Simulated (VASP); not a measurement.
A run of VASP 6.6.1 is set up as follows.

File INCAR:

```
SYSTEM = MgRe
PREC     = Accurate       ! precision mode
ENCUT    = 520            ! plane-wave cutoff, eV
EDIFF    = 1E-6           ! SCF threshold, eV
ISMEAR   = 0              ! smearing method
SIGMA    = 0.1            ! smearing width, eV
LREAL    = .FALSE.        ! projectors in reciprocal space
LASPH    = .TRUE.         ! aspherical terms in the spheres
NELM     = 60             ! most SCF steps
ALGO     = Normal         ! electronic algorithm
ISIF     = 2              ! what is computed and relaxed
LWAVE    = .FALSE.        ! write WAVECAR
LCHARG   = .TRUE.         ! write CHGCAR
GGA      = PE             ! functional
LELF     = .TRUE.         ! ELF
LVHAR    = .TRUE.       
NBANDS   = 12             ! bands
```

The input KPOINTS:

```
regular mesh
0
G
  6 6 6
  0 0 0
```

POSCAR

```
MgRe
1.0
    0.0000000000      2.6417440689      2.6417440689
    2.6417440689      0.0000000000      2.6417440689
    2.6417440689      2.6417440689      0.0000000000
Mg Re
1 1
Direct
    0.0000000000      0.0000000000      0.0000000000
    0.7500000000      0.7500000000      0.7500000000
```

Potentials or basis: VASP PAW PBE potentials, release 64 (Mg, Re).

The run is started by

```bash
$ cat potpaw_PBE.64/Mg/POTCAR potpaw_PBE.64/Re/POTCAR > POTCAR
$ mpirun -np 1 vasp_std > vasp.out
```

Task: What does it give for the band gap on the k mesh?

Result: Zero (an odd number of electrons rules out a gap without spin polarisation).

Task: What does it give for the pressure?

Result: 30.3 GPa.

Caveat: the cell stands under pressure; spin-orbit coupling is left out, which moves the levels of the heavy elements.
